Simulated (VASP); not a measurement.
Crystal: TePt3.

```
Te Pt
1.0
     5.63760    0.00000    0.00000
    -2.81880    4.88231    0.00000
     0.00000    0.00000    5.11836
Te Pt
2 6
Direct
  0.33333 0.66667 0.25000
  0.66667 0.33333 0.75000
  0.83566 0.67132 0.25000
  0.16434 0.83566 0.75000
  0.32868 0.16434 0.25000
  0.16434 0.32868 0.75000
  0.83566 0.16434 0.25000
  0.67132 0.83566 0.75000
```

```yaml
Program: VASP 6.6.1
Task: relaxation of cell and atoms
Functional: PBE
Potentials_or_basis: VASP PAW PBE potentials, release 64 (Te, Pt)
Cutoff: 600 eV
k_mesh: 6 × 6 × 4
Occupations: gaussian, width 0.1 eV
Spin: no spin polarisation
```

At the start: pressure 0.0 GPa; volume 17.61 Å³/atom.

Problem. Where does the relaxation end?

Solution. Over 6 steps the energy falls by 5.0 meV/atom and the volume is 17.51 Å³/atom (-0.6 %); space group P6_3/mmc (No. 194, to 0.05 Å).

The path:
| step | energy change (eV) | largest force (eV/Å) | pressure (GPa) | volume (Å³) |
| --- | --- | --- | --- | --- |
| 1 | 0.0000 | 0.0341 | 0.01 | 140.88 |
| 2 | -0.0205 | 0.0269 | -0.43 | 140.90 |
| 3 | -0.0342 | 0.1168 | -0.89 | 140.88 |
| 4 | -0.0257 | 0.0152 | 2.50 | 138.24 |
| 5 | -0.0381 | 0.0822 | 0.27 | 139.92 |
| 6 | -0.0402 | 0.0003 | 0.10 | 140.09 |

Final structure:
```
Te Pt
1.0
     5.72288    0.00000    0.00000
    -2.86144    4.95616    0.00000
     0.00000    0.00000    4.93903
Te Pt
2 6
Direct
  0.33333 0.66667 0.25000
  0.66667 0.33333 0.75000
  0.83603 0.67207 0.25000
  0.16397 0.83603 0.75000
  0.32793 0.16397 0.25000
  0.16397 0.32793 0.75000
  0.83603 0.16397 0.25000
  0.67207 0.83603 0.75000
```
